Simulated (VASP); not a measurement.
# Se (I4_1/amd) in VASP: a series of runs

Runs on Se. Level: PBE. Tasks: relaxation of cell and atoms.

Program: VASP 6.6.1. These are calculated values, not measurements. Logs are shortened: lines on timing, memory, paths and dates and some standing lists are left out, and cuts for length are marked.

## Step 1: The cell of the first run

It takes space group I4_1/amd (No. 141, tetragonal). Conventional cell: a = 3.930 Å, b = 3.930 Å, c = 2.161 Å, α = 90.00°, β = 90.00°, γ = 90.00°. Se (site symmetry -4m2) has 10 Se at 2.04 to 2.55 Å within 2.7 Å.

## Step 2: Relaxation of cell and atoms, PBE, target pressure 460 GPa, at which the enthalpy is minimised

The input, INCAR:

```
ALGO = Normal ; EDIFF = 1E-6
EDIFFG = -0.005 ; ENCUT = 600
GGA = PE ; IBRION = 2
ISIF = 3 ; ISMEAR = -1
LASPH = T ; LCHARG = F
LREAL = F ; LWAVE = F
NELM = 80 ; NSW = 60
PREC = Accurate ; PSTRESS = 4600.0
SIGMA = 0.1
```

The input, KPOINTS:

```
k-points
0
Gamma
  20 20 20
```

The input, POSCAR:

```
Se
1.0
   -1.9649951523      1.9649951523      1.0807473337
    1.9649951523     -1.9649951523      1.0807473337
    1.9649951523      1.9649951523     -1.0807473337
Se
2
Direct
   -0.3750000000     -0.1250000000     -0.2500000000
    0.3750000000      0.1250000000      0.2500000000
```

Potentials or basis: VASP PAW PBE potentials, release 64 (Se).

Command:

```console
cat potpaw_PBE.64/Se/POTCAR > POTCAR
mpirun -np 1 vasp_std > vasp.out
```

OUTCAR:

```text
EDIFF = 1E-6
   EDIFFG = -0.005
   ENCUT = 600
   GGA = PE
   IBRION = 2
   ISIF = 3
   ISMEAR = -1
   LASPH = T
   LREAL = F
   NELM = 80
   NSW = 60
   PREC = Accurate
   PSTRESS = 4600.0

 ion  position               nearest neighbor table
   1  0.625  0.875  0.750-   2 2.04   2 2.04   2 2.04   2 2.04   2 2.55   2 2.55   2 2.55   2 2.55

   2  0.375  0.125  0.250-   1 2.04   1 2.04   1 2.04   1 2.04   1 2.55   1 2.55   1 2.55   1 2.55

  LATTYP: Found a body centered tetragonal cell.
 ALAT       =     3.9299903046
 C/A-ratio  =     0.5500000000

  Lattice vectors:

 A1 = (  -1.9649951523,   1.9649951523,   1.0807473337)
 A2 = (   1.9649951523,  -1.9649951523,   1.0807473337)
 A3 = (   1.9649951523,   1.9649951523,  -1.0807473337)

Analysis of symmetry for initial positions (statically):
=====================================================================
 Subroutine PRICEL returns:
 Original cell was already a primitive cell.

 Routine SETGRP: Setting up the symmetry group for a
 body centered tetragonal supercell.

 Subroutine GETGRP returns: Found 16 space group operations
 (whereof  4 operations were pure point group operations)
 out of a pool of 16 trial point group operations.

The static configuration has the point symmetry C_2h.
 The point group associated with its full space group is D_4h.

Analysis of symmetry for dynamics (positions and initial velocities):
=====================================================================
 Subroutine PRICEL returns:
 Original cell was already a primitive cell.

 Routine SETGRP: Setting up the symmetry group for a
 body centered tetragonal supercell.

 Subroutine GETGRP returns: Found 16 space group operations
 (whereof  4 operations were pure point group operations)
 out of a pool of 16 trial point group operations.

The dynamic configuration has the point symmetry C_2h.
 The point group associated with its full space group is D_4h.

 Subroutine INISYM returns: Found 16 space group operations
 (whereof  4 operations are pure point group operations),
 and found     1 'primitive' translations

----------------------------------------------------------------------------------------

                                     Primitive cell

  volume of cell :      16.6920

  direct lattice vectors                    reciprocal lattice vectors
    -1.964995152  1.964995152  1.080747334     0.000000000  0.254453554  0.462642825
     1.964995152 -1.964995152  1.080747334     0.254453554  0.000000000  0.462642825
     1.964995152  1.964995152 -1.080747334     0.254453554  0.254453554  0.000000000

  length of vectors
     2.981681857  2.981681857  2.981681857     0.528000942  0.528000942  0.359851667

  position of ions in fractional coordinates (direct lattice)
     0.625000000  0.875000000  0.750000000
     0.375000000  0.125000000  0.250000000

  ion indices of the primitive-cell ions
   primitive index   ion index
                 1           1
                 2           2

----------------------------------------------------------------------------------------

 KPOINTS: k-points

Automatic generation of k-mesh.
 Grid dimensions read from file:
 generate k-points for:   20   20   20

 Generating k-lattice:

  Cartesian coordinates                     Fractional coordinates (reciprocal lattice)
     0.000000000  0.012722678  0.023132141     0.050000000  0.000000000  0.000000000
     0.012722678  0.000000000  0.023132141     0.000000000  0.050000000  0.000000000
     0.012722678  0.012722678  0.000000000     0.000000000  0.000000000  0.050000000

  Length of vectors
     0.026400047  0.026400047  0.017992583

  Shift w.r.t. Gamma in fractional coordinates (k-lattice)
     0.000000000  0.000000000  0.000000000

 Subroutine IBZKPT returns following result:
 ===========================================

 Found    641 irreducible k-points:

 Following reciprocal coordinates:
            Coordinates               Weight
  0.000000  0.000000  0.000000      1.000000
  0.050000  0.000000 -0.000000      8.000000
  0.100000 -0.000000  0.000000      8.000000
  0.150000  0.000000  0.000000      8.000000
  0.200000 -0.000000  0.000000      8.000000
  0.250000 -0.000000  0.000000      8.000000
[... 16 lines left out ...]
 -0.400000  0.050000 -0.000000     16.000000
 -0.350000  0.050000 -0.000000     16.000000
 [... further k-points ...]
   k-points           NKPTS =    641   k-points in BZ     NKDIM =    641   number of bands    NBANDS=     10
   number of dos      NEDOS =    301   number of ions     NIONS =      2
   total plane-waves  NPLWV =  13824
   dimension x,y,z NGX =    24 NGY =   24 NGZ =   24
   dimension x,y,z NGXF=    48 NGYF=   48 NGZF=   48
   ions per type =               2
   NGX,Y,Z   is equivalent  to a cutoff of  13.38, 13.38, 13.38 a.u.
   NGXF,Y,Z  is equivalent  to a cutoff of  26.76, 26.76, 26.76 a.u.
 SYSTEM =  unknown system
   PREC   = accura    normal or accurate (medium, high low for compatibility)
   ISTART =      0    job   : 0-new  1-cont  2-samecut
   ICHARG =      2    charge: 1-file 2-atom 10-const
   ISPIN  =      1    spin polarized calculation?
   LNONCOLLINEAR =      F non collinear calculations
   LSORBIT =      F    spin-orbit coupling
   LASPH  =      T    aspherical Exc in radial PAW
   ENCUT  =  600.0 eV  44.10 Ry    6.64 a.u.   5.96  5.96  5.96*2*pi/ulx,y,z
   NELM   =     80;   NELMIN=  2; NELMDL= -5     # of ELM steps
   EDIFF  = 0.1E-05   stopping-criterion for ELM
   LREAL  =      F    real-space projection
   EDIFFG = -.5E-02   stopping-criterion for IOM
   NSW    =     60    number of steps for IOM
   IBRION =      2    ionic relax: 0-MD 1-quasi-New 2-CG
   NFREE  =      1    steps in history (QN), initial steepest desc. (CG)
   ISIF   =      3    stress and relaxation
   ISYM   =      2    0-nonsym 1-usesym 2-fastsym
   POTIM  = 0.5000    time-step for ionic-motion
   TEBEG  =    0.0;   TEEND  =   0.0 temperature during run
   PSTRESS= 4600.0 pullay stress
   NELECT =      12.0000    total number of electrons
   NUPDOWN=      -1.0000    fix difference up-down
   EMIN   =  10.00;   EMAX   =-10.00  energy-range for DOS
   EFERMI =   0.00;   METHOD = LEGACY
   ISMEAR =    -1;   SIGMA  =   0.10  broadening in eV -4-tet -1-fermi 0-gaus
   EFERMI_NEDOS =   21; number of points for ismear=-14 and -15
   IALGO  =     38    algorithm
   IMIX   =      4    mixing-type and parameters
     AMIX     =   0.40;   BMIX     =  1.00
     AMIX_MAG =   1.60;   BMIX_MAG =  1.00
  volume/ion in A,a.u.               =       8.35        56.32
  Fermi-wavevector in a.u.,A,eV,Ry     =   1.466559  2.771395 29.263346  2.150795
  Thomas-Fermi vector in A             =   2.582282
   LORBIT       =      0    0 simple, 1 ext, 2 COOP (PROOUT), +10 PAW based schemes
   GGA     = PE    functional components
   LHFCALC =     F    Hartree Fock is set to
   AEXX    =    0.0000 exact exchange contribution
   IVDW    =     0    specifies the selected vdW correction
   LEPSILON=     F    determine dielectric tensor
   LRPA    =     F    only Hartree local field effects (RPA)
 conjugate gradient relaxation of ions
 non-spin polarized calculation
  energy-cutoff  :      600.00
  volume of cell :       16.69
 maximum number of plane-waves:       570
   NGX = 11   NGY = 11   NGZ = 11

--------------------------------------- Ionic step        1  -------------------------------------------

 number of electron      12.0000001 magnetization

 Free energy of the ion-electron system (eV)
  ---------------------------------------------------
  ext. energy  EPLUGINS =         0.00000000
  ---------------------------------------------------
  free energy    TOTEN  =        12.75109978 eV

  energy without entropy =       12.77229474  energy(sigma->0) =       12.76169726

------------------------ aborting loop because EDIFF is reached ----------------------------------------

  FORCE on cell =-STRESS in cart. coord.  units (eV):
  Direction    XX          YY          ZZ          XY          YZ          ZX
  --------------------------------------------------------------------------------------
  -------------------------------------------------------------------------------------
  Total       54.7739983     54.7739983     49.7899765     -0.0000000     -0.0000000     -0.0000000
  in kB     5257.4832299   5257.4832299   4779.0917992     -0.0000000     -0.0000000     -0.0000000
  external PRESSURE =     498.0194197 kB  Pullay stress =    4600.0000000 kB
[... 93 lines left out ...]
  FREE ENERGIE OF THE ION-ELECTRON SYSTEM (eV)
  ---------------------------------------------------
  free  energy   TOTEN  =        10.4494121662 eV

  energy  without entropy=       10.4702960970  energy(sigma->0) =       10.45985413

  enthalpy is  TOTEN    =        60.5685600539 eV   P V=       50.1191478877

[... ionic steps 4 to 10 ...]

--------------------------------------- Ionic step       11  -------------------------------------------

 number of electron      11.9999999 magnetization

------------------------ aborting loop because EDIFF is reached ----------------------------------------

  FORCE on cell =-STRESS in cart. coord.  units (eV):
  Direction    XX          YY          ZZ          XY          YZ          ZX
  --------------------------------------------------------------------------------------
  -------------------------------------------------------------------------------------
  Total       49.4718487     49.4718487     49.4110620     -0.0000000     -0.0000000      0.0000000
  in kB     4600.8626446   4600.8626446   4595.2095005     -0.0000000     -0.0000000      0.0000000
  external PRESSURE =      -1.0217367 kB  Pullay stress =    4600.0000000 kB
[... 61 lines left out ...]
  enthalpy is  TOTEN    =        60.5337626795 eV   P V=       49.4532869681

--------------------------------------- Ionic step       13  -------------------------------------------

 number of electron      11.9999999 magnetization

 Free energy of the ion-electron system (eV)
  ---------------------------------------------------
  ext. energy  EPLUGINS =         0.00000000
  ---------------------------------------------------
  free energy    TOTEN  =        11.07432499 eV

  energy without entropy =       11.09414548  energy(sigma->0) =       11.08423523

 E-fermi :  21.2020     XC(G=0): -14.8302

 val. band max:       21.1938049623   @ k =   0.1500   0.1500   0.0000
 cond. band min:      21.2053177173   @ k =   0.3000   0.1000   0.1000
 fundamental gap:      0.0115127550
 Fermi energy:        21.2020257891

 k-point     1 :       0.0000    0.0000    0.0000
  band No.  band energies     occupation
      1      -8.1015      2.00000
      2       8.9519      2.00000
      3       8.9519      2.00000
      4       9.9385      2.00000
      5      17.0090      2.00000
      6      26.8142      0.00000
      7      26.8142      0.00000
      8      27.9829      0.00000
      9      29.7960      0.00000
     10      31.3481      0.00000
[... 287 lines left out ...]
 k-point    24 :      -0.3500    0.0500   -0.0000
  band No.  band energies     occupation
      1      -3.9267      2.00000
      2       6.5648      2.00000
      3       9.3953      2.00000
      4      12.1003      2.00000
      5      16.7353      2.00000
      6      20.0156      1.99999
      7      20.6829      1.98894
      8      21.2984      0.55206
      9      25.0704      0.00000
     10      26.6691      0.00000

 [... further k-points ...]

------------------------ aborting loop because EDIFF is reached ----------------------------------------

  FORCE on cell =-STRESS in cart. coord.  units (eV):
  Direction    XX          YY          ZZ          XY          YZ          ZX
  --------------------------------------------------------------------------------------
  -------------------------------------------------------------------------------------
  Total       49.4587452     49.4587452     49.4585899     -0.0000000      0.0000000     -0.0000000
  in kB     4599.9378272   4599.9378272   4599.9233786     -0.0000000      0.0000000     -0.0000000
  external PRESSURE =      -0.0669890 kB  Pullay stress =    4600.0000000 kB
[... 17 lines left out ...]
  FREE ENERGIE OF THE ION-ELECTRON SYSTEM (eV)
  ---------------------------------------------------
  free  energy   TOTEN  =        11.0743249905 eV

  energy  without entropy=       11.0941454766  energy(sigma->0) =       11.08423523

  enthalpy is  TOTEN    =        60.5337387014 eV   P V=       49.4594137109

 reached required accuracy - stopping structural energy minimisation
```

Wall time 13 min (1 thread of Intel Xeon 8259CL, shared host); peak memory 0.27 GiB.

Results:

* Free energy: 11.0743 eV
* Relaxed volume: 8.61 Å³/atom
* Relaxed cell: a = 3.034 Å, b = 3.034 Å, c = 3.034 Å, α = 97.13°, β = 97.13°, γ = 138.75°
* Space group after relaxing (to 0.1 Å): I4_1/amd (No. 141)
* Energy change on relaxing (the run minimises the enthalpy): -838.4 meV/atom
* Ionic steps: 13
* Pressure after relaxing: 460.0 GPa
* Band gap on the k mesh: zero (bands 6 and 7 overlap by 13.29 eV)

The path:
```csv
step,energy change (eV),largest force (eV/Å),pressure (GPa),volume (Å³)
1,0.0000,0.0000,509.80,16.69
2,-12.6919,0.0000,160.90,23.68
3,-2.3017,0.0000,440.99,17.46
4,-1.8991,0.0000,452.89,17.31
5,-0.9316,0.0000,480.97,17.05
6,-1.7657,0.0000,457.29,17.26
7,-1.7376,0.0000,458.17,17.25
8,-1.7415,0.0000,458.06,17.25
9,-1.2327,0.0000,473.32,17.07
10,-1.6787,0.0000,459.93,17.23
11,-1.6799,0.0000,459.90,17.23
12,-1.6706,0.0000,460.18,17.22
13,-1.6768,0.0000,459.99,17.23
```

Final structure:
```
Se
1.0
    -2.00761    2.00761    1.06852
     2.00761   -2.00761    1.06852
     2.00761    2.00761   -1.06852
Se
2
Direct
  0.62500 0.87500 0.75000
  0.37500 0.12500 0.25000
```

Caveat: the cell is relaxed towards a set pressure, so the run minimises the enthalpy, not the energy.

## Step 3: Relaxation of cell and atoms, PBE, target pressure 460 GPa, at which the enthalpy is minimised

This run uses another cell than the first one, of 8.55 Å³/atom.

The input, INCAR:

```
SYSTEM = Se
PREC = Accurate
ENCUT = 600
EDIFF = 1E-6
ISMEAR = -1
SIGMA = 0.1
LREAL = .False.
LASPH = .True.
NELM = 60
ALGO = Normal
ISIF = 3
LWAVE = .False.
LCHARG = .False.
GGA = PE
IBRION = 2
NSW = 32
EDIFFG = -0.005
PSTRESS = 4600.0
```

The input, KPOINTS:

```
regular mesh
0
Gamma
  20 20 20
  0 0 0
```

The input, POSCAR:

```
Se
1.0
   -2.0025434993      2.0025434993      1.0657169113
    2.0025434993     -2.0025434993      1.0657169113
    2.0025434993      2.0025434993     -1.0657169113
Se
2
Direct
   -0.3750000000     -0.1250000000     -0.2500000000
    0.3750000000      0.1250000000      0.2500000000
```

Potentials or basis: VASP PAW PBE potentials, release 64 (Se).

Command:

```console
cat potpaw_PBE.64/Se/POTCAR > POTCAR
mpirun -np 1 vasp_std > vasp.out
```

OUTCAR:

```text
SYSTEM = Se
   PREC = Accurate
   ENCUT = 600
   EDIFF = 1E-6
   ISMEAR = -1
   LREAL = .False.
   LASPH = .True.
   NELM = 60
   ISIF = 3
   GGA = PE
   IBRION = 2
   NSW = 32
   EDIFFG = -0.005
   PSTRESS = 4600.0

 ion  position               nearest neighbor table
   1  0.625  0.875  0.750-   2 2.07   2 2.07   2 2.07   2 2.07   2 2.56   2 2.56   2 2.56   2 2.56

   2  0.375  0.125  0.250-   1 2.07   1 2.07   1 2.07   1 2.07   1 2.56   1 2.56   1 2.56   1 2.56

  LATTYP: Found a body centered tetragonal cell.
 ALAT       =     4.0050869986
 C/A-ratio  =     0.5321816538

  Lattice vectors:

 A1 = (  -2.0025434993,   2.0025434993,   1.0657169113)
 A2 = (   2.0025434993,  -2.0025434993,   1.0657169113)
 A3 = (   2.0025434993,   2.0025434993,  -1.0657169113)

Analysis of symmetry for initial positions (statically):
=====================================================================
 Subroutine PRICEL returns:
 Original cell was already a primitive cell.

 Routine SETGRP: Setting up the symmetry group for a
 body centered tetragonal supercell.

 Subroutine GETGRP returns: Found 16 space group operations
 (whereof  4 operations were pure point group operations)
 out of a pool of 16 trial point group operations.

The static configuration has the point symmetry C_2h.
 The point group associated with its full space group is D_4h.

Analysis of symmetry for dynamics (positions and initial velocities):
[... 272 lines left out ...]
--------------------------------------- Ionic step        4  -------------------------------------------

 number of electron      11.9999999 magnetization

 Free energy of the ion-electron system (eV)
  ---------------------------------------------------
  ext. energy  EPLUGINS =         0.00000000
  ---------------------------------------------------
  free energy    TOTEN  =        11.07432672 eV

  energy without entropy =       11.09414718  energy(sigma->0) =       11.08423695

 E-fermi :  21.2021     XC(G=0): -14.8301

 val. band max:       21.1940408342   @ k =   0.1500   0.1500   0.0000
 cond. band min:      21.2055033622   @ k =   0.3000   0.1000   0.1000
 fundamental gap:      0.0114625280
 Fermi energy:        21.2021024026

 k-point     1 :       0.0000    0.0000    0.0000
  band No.  band energies     occupation
      1      -8.1014      2.00000
      2       8.9518      2.00000
      3       8.9518      2.00000
      4       9.9383      2.00000
      5      17.0084      2.00000
      6      26.8139      0.00000
      7      26.8139      0.00000
      8      27.9836      0.00000
      9      29.7977      0.00000
     10      31.3485      0.00000
[... 287 lines left out ...]
 k-point    24 :      -0.3500    0.0500    0.0000
  band No.  band energies     occupation
      1      -3.9264      2.00000
      2       6.5649      2.00000
      3       9.3954      2.00000
      4      12.1009      2.00000
      5      16.7358      2.00000
      6      20.0156      1.99999
      7      20.6829      1.98894
      8      21.2987      0.55132
      9      25.0698      0.00000
     10      26.6691      0.00000

 [... further k-points ...]

------------------------ aborting loop because EDIFF is reached ----------------------------------------

  FORCE on cell =-STRESS in cart. coord.  units (eV):
  Direction    XX          YY          ZZ          XY          YZ          ZX
  --------------------------------------------------------------------------------------
  -------------------------------------------------------------------------------------
  Total       49.4493543     49.4493543     49.4560205      0.0000000     -0.0000000      0.0000000
  in kB     4599.0799271   4599.0799271   4599.6999220      0.0000000     -0.0000000      0.0000000
  external PRESSURE =      -0.7134079 kB  Pullay stress =    4600.0000000 kB
[... 21 lines left out ...]
  energy  without entropy=       11.0941471840  energy(sigma->0) =       11.08423695

  enthalpy is  TOTEN    =        60.5335736525 eV   P V=       49.4592469360

 reached required accuracy - stopping structural energy minimisation
```

CONTCAR:

```text
Se
   1.00000000000000
    -2.0076353497675865    2.0076353497675865    1.0684903173376890
     2.0076353497675865   -2.0076353497675865    1.0684903173376890
     2.0076353497675865    2.0076353497675865   -1.0684903173376890
  Se
     2
Direct
     0.6250000000000000    0.8750000000000000    0.7500000000000000
     0.3750000000000000    0.1250000000000000    0.2500000000000000

  0.00000000E+00  0.00000000E+00  0.00000000E+00
  0.00000000E+00  0.00000000E+00  0.00000000E+00
```

Run time: 4.2 min. Hardware: 1 thread of Intel Xeon 8259CL, shared host; peak memory 0.26 GiB.

Results:

* Free energy: 11.0743 eV
* Relaxed volume: 8.61 Å³/atom
* Relaxed cell: a = 3.034 Å, b = 3.034 Å, c = 3.034 Å, α = 97.13°, β = 97.13°, γ = 138.75°
* Space group after relaxing (to 0.1 Å): I4_1/amd (No. 141)
* Energy change on relaxing (the run minimises the enthalpy): -191.5 meV/atom
* Ionic steps: 4
* Pressure after relaxing: 459.9 GPa
* Band gap on the k mesh: zero (bands 6 and 7 overlap by 13.29 eV)

Step by step:
```tsv
step	energy change (eV)	largest force (eV/Å)	pressure (GPa)	volume (Å³)
1	0.0000	0.0000	471.50	17.09
2	-3.9997	0.0000	355.21	18.66
3	-0.4011	0.0000	459.45	17.23
4	-0.3829	0.0000	459.93	17.23
```

Final structure:
```cif
data_structure
_symmetry_space_group_name_H-M 'P 1'
_symmetry_Int_Tables_number 1
_cell_length_a 3.0336
_cell_length_b 3.0336
_cell_length_c 3.0336
_cell_angle_alpha 97.126
_cell_angle_beta 97.126
_cell_angle_gamma 138.754
_cell_volume 17.23
loop_
_atom_site_label
_atom_site_type_symbol
_atom_site_fract_x
_atom_site_fract_y
_atom_site_fract_z
_atom_site_occupancy
Se1 Se 0.62500 0.87500 0.75000 1
Se2 Se 0.37500 0.12500 0.25000 1
```

Caveat: the cell is relaxed towards a set pressure, so the run minimises the enthalpy, not the energy.
